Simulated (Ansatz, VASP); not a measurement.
TiAl3: VASP beside Ansatz

```xyz
4
Lattice="-1.6815 1.9587 4.2418 1.6815 -1.9587 4.2418 1.6815 1.9587 -4.2418" Properties=species:S:1:pos:R:3 pbc="T T T"
Ti    0.0000    0.0000    0.0000
Al    0.0000    0.0000    4.2418
Al    0.0000    1.9587    2.1209
Al    1.6815    0.0000    2.1209
```

Change from the starting cell: normal strain along x -0.1100, normal strain along y +0.0367.

Alike in both runs: task single point; functional LDA; k mesh 14 × 14 × 14; occupations gaussian, width 0.15 eV; no spin polarisation.

```csv
,VASP,Ansatz
version,VASP 6.6.1,Ansatz 0.2.0
potentials or method,"VASP PAW LDA potentials, release 64 (Ti_sv, Al), cutoff 520 eV","scalar-relativistic, plane waves, PAW"
valence electrons in the cell,21,21
```

|  | VASP | Ansatz | Ansatz less VASP |
| --- | --- | --- | --- |
| gap on the k mesh at the Fermi level (eV) | none | none | - |
| pressure (GPa) | 11.5 | 11.3 | -0.24 |
| traceless stress, the component that is largest in VASP (GPa) | 8.15 | 8.13 | -0.013 |
| rms of the force components (eV/Å) | 0.050 | 0.050 | -0.0002 |

Ansatz warns that its potentials were made for another functional, while VASP's fit it. LDA's correlation is that of Perdew and Zunger in VASP and of Perdew and Wang (1992) in Ansatz. Atom by atom the forces differ by 0.000 eV/Å (rms over components). A gap of «none» marks a metal or a gap that the smearing closes.
